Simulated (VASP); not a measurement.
A run of VASP 6.6.1 is set up as follows.

Contents of INCAR:

```
SYSTEM = TiO2
PREC = Accurate
ENCUT = 600
EDIFF = 1E-7
ISMEAR = 0
SIGMA = 0.02
LREAL = .FALSE.
LASPH = .TRUE.
NELM = 60
ALGO = Normal
ISIF = 3
LWAVE = .FALSE.
LCHARG = .FALSE.
GGA = PE
IBRION = 2
NSW = 70
EDIFFG = -0.008
PSTRESS = -20.0
```

KPOINTS

```
regular mesh
0
G
  6 6 10
  0 0 0
```

Contents of POSCAR:

```
TiO2
1.0
    4.6733126670      0.0000000000      0.0000000000
    0.0000000000      4.6733126670      0.0000000000
    0.0000000000      0.0000000000      2.9830144800
Ti O
2 4
Direct
    0.5000000000      0.5000000000      0.0000000000
    0.0000000000      0.0000000000      0.5000000000
    0.6948714786      0.6948714786      0.5000000000
    0.8051285214      0.1948714786      0.0000000000
    0.1948714786      0.8051285214      0.0000000000
    0.3051285214      0.3051285214      0.5000000000
```

Potentials or basis: VASP PAW PBE potentials, release 64 (Ti_sv, O).

Launch:

```bash
$ cat potpaw_PBE.64/Ti_sv/POTCAR potpaw_PBE.64/O/POTCAR > POTCAR
$ mpirun -np 1 vasp_std > vasp.out
```

(1) What does it give for the space group after relaxing (to 0.1 Å)?

(2) Predict the relaxed cell.

## Answers

(1) P4_2/mnm (No. 136).

(2) a = 4.663 Å, b = 4.663 Å, c = 2.973 Å, α = 90.00°, β = 90.00°, γ = 90.00°.
